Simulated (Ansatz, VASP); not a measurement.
## One calculation of Zr3Ag, two programs

INCAR

```
SYSTEM = Zr3Ag
  PREC = Accurate
  ENCUT = 520
  EDIFF = 1E-7
  ISMEAR = -1
  SIGMA = 0.05
  LREAL = .FALSE.
  LASPH = .TRUE.
  NELM = 80
  ALGO = Normal
  ISIF = 2
  LWAVE = .FALSE.
  LCHARG = .FALSE.
  NBANDS = 32
```

The input KPOINTS:

```
regular mesh
0
G
  7 7 8
  0 0 0
```

The input POSCAR:

```
Zr3Ag
1.0
    4.6260858378      0.0000000000      0.0000000000
    0.0000000000      4.6260858378      0.0000000000
    0.0000000000      0.0000000000      4.0384533836
Zr Ag
3 1
Direct
    0.5000000000      0.5000000000      0.0000000000
    0.0000000000      0.5000000000      0.5000000000
    0.5000000000      0.0000000000      0.5000000000
    0.0000000000      0.0000000000      0.0000000000
```

Input for Ansatz:

```yaml
crystal:
  lattice:
    - [4.6260858378, 0.0, 0.0]
    - [0.0, 4.6260858378, 0.0]
    - [0.0, 0.0, 4.0384533836]
  atoms:
    - { symbol: Zr, position: [0.5, 0.5, 0.0] }
    - { symbol: Zr, position: [0.0, 0.5, 0.5] }
    - { symbol: Zr, position: [0.5, 0.0, 0.5] }
    - { symbol: Ag, position: [0.0, 0.0, 0.0] }
kpoints:
  mp_grid: { grid: [7, 7, 8] }
  band_path:
    path:
      - [0.0, 0.0, 0.0]
      - [0.0, 0.5, 0.0]
      - [0.5, 0.5, 0.0]
      - [0.0, 0.0, 0.0]
      - [0.0, 0.0, 0.5]
      - [0.0, 0.5, 0.5]
      - [0.5, 0.5, 0.5]
      - [0.0, 0.0, 0.5]
      - [0.0, 0.5, 0.0]
    npoints: 5
scf:
  occupations: { method: fermi_dirac, width: 0.05 }
hamiltonian:
  xc: lda
  pseudopotentials: { kind: all_electron, lapw: { basis_error: 0.001 } }
output:
  forces: true
  stress: true
  eigenvalues: true
```

Change from the starting cell: volume scaled by 1.04.

Alike in both runs: task single point; functional LDA; k mesh 7 × 7 × 8; occupations fermi-dirac, width 0.05 eV; no spin polarisation.

|  | VASP | Ansatz |
| --- | --- | --- |
| version | VASP 6.6.1 | Ansatz 0.2.0 |
| potentials or method | VASP PAW LDA potentials, release 64 (Zr_sv, Ag), cutoff 520 eV | all-electron LAPW, scalar-relativistic |

```csv
,VASP,Ansatz,Ansatz less VASP
pressure (GPa),-8.2,-8.4,-0.12
"traceless stress, the component that is largest in VASP (GPa)",1.63,1.65,+0.020
```

LDA's correlation is that of Perdew and Zunger in VASP and of Perdew and Wang (1992) in Ansatz. Ansatz ran all-electron here, and VASP with PAW potentials.
